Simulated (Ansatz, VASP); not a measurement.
AlB3P4 in VASP and in Ansatz

File POSCAR:

```
AlB3P4
1.0
    5.6177239169     -1.6747239933      0.0239123580
    5.6177239169      1.6747239933      0.0239123580
   -0.9968173636      0.0000000000      5.8415607603
B Al P
3 1 4
Direct
   -0.0064765152     -0.0064765152     -0.0127755319
    0.5045348121      0.5045348121      0.5105630268
    0.2516718399      0.2516718399      0.7494383780
    0.7479556715      0.7479556715      0.2492590161
    0.5403724538      0.5403724538      0.1785639706
    0.0694390267      0.0694390267      0.6881958544
    0.8153413111      0.8153413111      0.9093441797
    0.3271614000      0.3271614000      0.4774111064
```

File INCAR.step1:

```
  PREC = Accurate
  ENCUT = 420
  EDIFF = 1E-5
  ISMEAR = 0
  SIGMA = 0.01
  LREAL = F
  LASPH = T
  NELM = 120
  ALGO = Normal
  ISIF = 2
  LWAVE = T
  GGA = PE
  NBANDS = 26
  GGA_COMPAT = F
  KPAR = 4
```

Contents of INCAR.step2:

```
  PREC = Accurate
  ENCUT = 420
  EDIFF = 1E-6
  ISMEAR = 0
  SIGMA = 0.01
  LREAL = F
  LASPH = T
  NELM = 120
  ALGO = Normal
  ISIF = 2
  LWAVE = F
  LCHARG = T
  GGA = PE
  LHFCALC = T
  AEXX = 0.25
  PRECFOCK = Normal
  LVHAR = T
  ISTART = 1
  NBANDS = 26
  GGA_COMPAT = F
  KPAR = 4
```

The input KPOINTS:

```
Automatic mesh
0
Gamma
  4 4 4
```

Input for Ansatz:

```yaml
crystal:
  lattice:
    - [5.6177239169, -1.6747239933, 0.023912358]
    - [5.6177239169, 1.6747239933, 0.023912358]
    - [-0.9968173636, 0.0, 5.8415607603]
  atoms:
    - { symbol: B, position: [-0.0064765152, -0.0064765152, -0.0127755319] }
    - { symbol: B, position: [0.5045348121, 0.5045348121, 0.5105630268] }
    - { symbol: B, position: [0.2516718399, 0.2516718399, 0.749438378] }
    - { symbol: Al, position: [0.7479556715, 0.7479556715, 0.2492590161] }
    - { symbol: P, position: [0.5403724538, 0.5403724538, 0.1785639706] }
    - { symbol: P, position: [0.0694390267, 0.0694390267, 0.6881958544] }
    - { symbol: P, position: [0.8153413111, 0.8153413111, 0.9093441797] }
    - { symbol: P, position: [0.3271614, 0.3271614, 0.4774111064] }
kpoints:
  mp_grid: { grid: [4, 4, 4] }
  band_path:
    path:
      - [0.0, 0.0, 0.0]
      - [-0.2728318207, 0.2728318207, 0.0]
      - [0.2728318207, 0.7271681793, 0.0]
      - [0.5, 0.5, 0.0]
      - [0.5, 0.5, -0.5]
      - [0.2657319156, 0.7342680844, -0.5]
      - [-0.2657319156, 0.2657319156, -0.5]
      - [0.0, 0.0, -0.5]
      - [0.0, 0.5, -0.5]
      - [0.138021, -0.427083, 0.432292]
      - [0.375, 0.375, -0.25]
    npoints: 1
hamiltonian:
  xc: pbe0
scf:
  occupations: { method: fixed }
  n_extra_bands: 6
output:
  forces: true
  stress: true
  eigenvalues: true
```

Alike in both runs: task single point; functional PBE0; k mesh 4 × 4 × 4; no spin polarisation.

|  | VASP | Ansatz |
| --- | --- | --- |
| version | VASP 6.6.1 | Ansatz 0.2.0 |
| potentials or method | VASP PAW PBE potentials, release 64 (B, Al, P) | plane waves, PAW |
| plane-wave cutoff (eV) | 420 | 420 |
| occupations | gaussian, width 0.01 eV | fixed |
| valence electrons in the cell | 32 | 32 |

Ansatz gave:

| Quantity | Value |
| --- | --- |
| gap on the k mesh at the Fermi level (eV) | 1.93 |
| rms of the force components (eV/Å) | 0.037 |

Problem. Estimate VASP's values.

Solution. gap on the k mesh at the Fermi level (eV): 1.95; rms of the force components (eV/Å): 0.036.

Atom by atom the forces differ by 0.005 eV/Å (rms over components). Ansatz's warnings: stress exchange threshold loose, stress scf threshold loose.

The k mesh is coarse, so the values compare programs but aren't converged.
